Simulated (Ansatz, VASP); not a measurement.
# One calculation of AlN, two programs

File POSCAR:

```
AlN
1.0
    3.3121157418      0.0000000000      0.0000000000
   -1.6560578709      2.8683763727      0.0000000000
    0.0000000000      0.0000000000      4.1875630000
Al N
2 2
Direct
    0.6666666667      0.3333333333      0.2500000000
    0.3333333333      0.6666666667      0.7500000000
    0.6666666667      0.3333333333      0.7500000000
    0.3333333333      0.6666666667      0.2500000000
```

Contents of INCAR.step1:

```
SYSTEM = AlN
ALGO = Normal
EDIFF = 1E-5
ENCUT = 520
GGA = PE
ISIF = 2
ISMEAR = -1
LASPH = .True.
LCHARG = .False.
LREAL = .False.
LWAVE = .True.
NBANDS = 16
NELM = 80
PREC = Accurate
SIGMA = 0.05
```

File INCAR.step2:

```
SYSTEM = AlN
AEXX = 0.1
ALGO = Normal
EDIFF = 1E-7
ENCUT = 520
GGA = PE
HFSCREEN = 0.2
ISIF = 2
ISMEAR = -1
ISTART = 1
LASPH = .True.
LCHARG = .False.
LHFCALC = .True.
LREAL = .False.
LWAVE = .False.
NBANDS = 16
NELM = 80
PREC = Accurate
PRECFOCK = Normal
SIGMA = 0.05
```

The input KPOINTS:

```
k-points
0
Gamma
  5 5 4
  0 0 0
```

Contents of input.yaml:

```yaml
crystal:
  lattice:
    - [3.3121157418, 0.0, 0.0]
    - [-1.6560578709, 2.8683763727, 0.0]
    - [0.0, 0.0, 4.187563]
  atoms:
    - { symbol: Al, position: [0.6666666667, 0.3333333333, 0.25] }
    - { symbol: Al, position: [0.3333333333, 0.6666666667, 0.75] }
    - { symbol: "N", position: [0.6666666667, 0.3333333333, 0.75] }
    - { symbol: "N", position: [0.3333333333, 0.6666666667, 0.25] }
hamiltonian:
  xc: { exchange: pbe, correlation: pbe, exx: { coeff: 0.1, omega: 0.2 } }
  pseudopotentials: { kind: paw }
kpoints:
  mp_grid: { grid: [5, 5, 4] }
scf:
  occupations: { method: fermi_dirac, width: 0.05 }
output:
  forces: true
  stress: true
  eigenvalues: true
```

Alike in both runs: task single point; functional PBE-based screened hybrid; k mesh 5 × 5 × 4; occupations fermi-dirac, width 0.05 eV; no spin polarisation.

|  | VASP | Ansatz |
| --- | --- | --- |
| version | VASP 6.6.1 | Ansatz 0.2.0 |
| potentials or method | VASP PAW PBE potentials, release 64 (Al, N) | Ansatz PAW |
| plane-wave cutoff (eV) | 520 | 420 |
| valence electrons in the cell | 16 | 16 |

VASP gave:

- gap on the k mesh at the Fermi level (eV): 3.77
- least direct gap on the mesh (eV): 3.77
- pressure (GPa): -2.4
- traceless stress, the component that is largest in VASP (GPa): 0.09

Task: Estimate Ansatz's values.

Result: gap on the k mesh at the Fermi level (eV): 3.76; least direct gap on the mesh (eV): 3.76; pressure (GPa): -2.2; traceless stress, the component that is largest in VASP (GPa): -0.14.

VASP's potentials were made for PBE, not for PBE-based screened hybrid. The functional is the same, so the differences come from potentials, cutoffs and numerics.

The k mesh is coarse, so the values compare programs but aren't converged. Noted on Ansatz's run: odd divisions of the mesh miss points on the zone boundary, where band edges often lie, so the gap on the mesh can be too wide.
